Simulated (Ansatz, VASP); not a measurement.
**One calculation of GaN, two programs**

```xyz
2
Lattice="0.0000 2.1844 2.3157 2.1844 0.0000 2.3157 2.1844 2.1844 0.0000" Properties=species:S:1:pos:R:3 pbc="T T T"
Ga    0.0000    0.0000    0.0000
N     1.0922    1.0922    1.1579
```

Change from the starting cell: epitaxial_xy strain -2.9%.

Alike in both runs: task single point; functional r2SCAN; k mesh 10 × 10 × 10; no spin polarisation.

|  | VASP | Ansatz |
| --- | --- | --- |
| version | VASP 6.6.1 | Ansatz 0.2.0 |
| potentials or method | VASP PAW PBE potentials, release 64 (Ga_d, N) | plane waves, PAW |
| plane-wave cutoff (eV) | 520 | 500 |
| occupations | gaussian, width 0.01 eV | fixed |
| valence electrons in the cell | 18 | 18 |

```csv
,VASP,Ansatz,Ansatz less VASP
gap on the k mesh at the Fermi level (eV),2.24,2.25,+0.010
pressure (GPa),7.0,5.8,-1.19
"traceless stress, the component that is largest in VASP (GPa)",-5.67,-5.81,-0.136
```

VASP's potentials were made for PBE, not for r2SCAN.
